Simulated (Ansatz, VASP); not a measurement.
InSb in VASP and in Ansatz

File INCAR:

```
SYSTEM = InSb
PREC     = Accurate       ! precision mode
ENCUT    = 520            ! plane-wave cutoff, eV
EDIFF    = 1E-6           ! SCF threshold, eV
ISMEAR   = 0              ! smearing method
SIGMA    = 0.15           ! smearing width, eV
LREAL    = .FALSE.        ! projectors in reciprocal space
LASPH    = .TRUE.         ! aspherical terms in the spheres
NELM     = 80             ! most SCF steps
ALGO     = Normal         ! electronic algorithm
ISIF     = 2              ! what is computed and relaxed
LWAVE    = .FALSE.        ! write WAVECAR
LCHARG   = .TRUE.         ! write CHGCAR
GGA      = PE             ! functional
LELF     = .TRUE.         ! ELF
LVHAR    = .TRUE.       
NBANDS   = 16             ! bands
```

KPOINTS

```
Automatic mesh
0
G
  16 16 16
  0 0 0
```

The input POSCAR:

```
InSb
1.0
   -2.8102500000      2.8102500000      1.5530500000
    2.8102500000     -2.8102500000      1.5530500000
    2.8102500000      2.8102500000     -1.5530500000
In Sb
1 1
Direct
    0.2500000000      0.7500000000      0.5000000000
    0.0000000000      0.0000000000      0.0000000000
```

Input for Ansatz:

```yaml
crystal:
  lattice:
    - [-2.81025, 2.81025, 1.55305]
    - [2.81025, -2.81025, 1.55305]
    - [2.81025, 2.81025, -1.55305]
  atoms:
    - { symbol: In, position: [0.25, 0.75, 0.5] }
    - { symbol: Sb, position: [0.0, 0.0, 0.0] }
basis:
  ecutwfc: 420
kpoints:
  mp_grid: { grid: [16, 16, 16] }
hamiltonian:
  xc: pbe
  pseudopotentials: { kind: paw, azcp: { folder: soft_1 } }
scf:
  occupations: { method: gaussian, width: 0.15 }
output:
  forces: true
  stress: true
  eigenvalues: true
```

Alike in both runs: task single point; functional PBE; k mesh 16 × 16 × 16; occupations gaussian, width 0.15 eV; no spin polarisation.

```csv
,VASP,Ansatz
version,VASP 6.6.1,Ansatz 0.2.0
potentials or method,"VASP PAW PBE potentials, release 64 (In_d, Sb), cutoff 520 eV","scalar-relativistic, plane waves, PAW"
valence electrons in the cell,18,28
```

VASP gave:

```
gap on the k mesh at the Fermi level (eV)                     : none
pressure (GPa)                                                : 9.5
traceless stress, the component that is largest in VASP (GPa) : -1.11
```

Problem. What did Ansatz give for the same quantities?

Solution. gap on the k mesh at the Fermi level (eV): none; pressure (GPa): 9.6; traceless stress, the component that is largest in VASP (GPa): -1.12.

A gap of «none» marks a metal or a gap that the smearing closes. VASP's potentials hold 18 valence electrons a cell and Ansatz's 28, so a difference there can come from the potentials and not from the codes.

Spin-orbit coupling is off throughout.
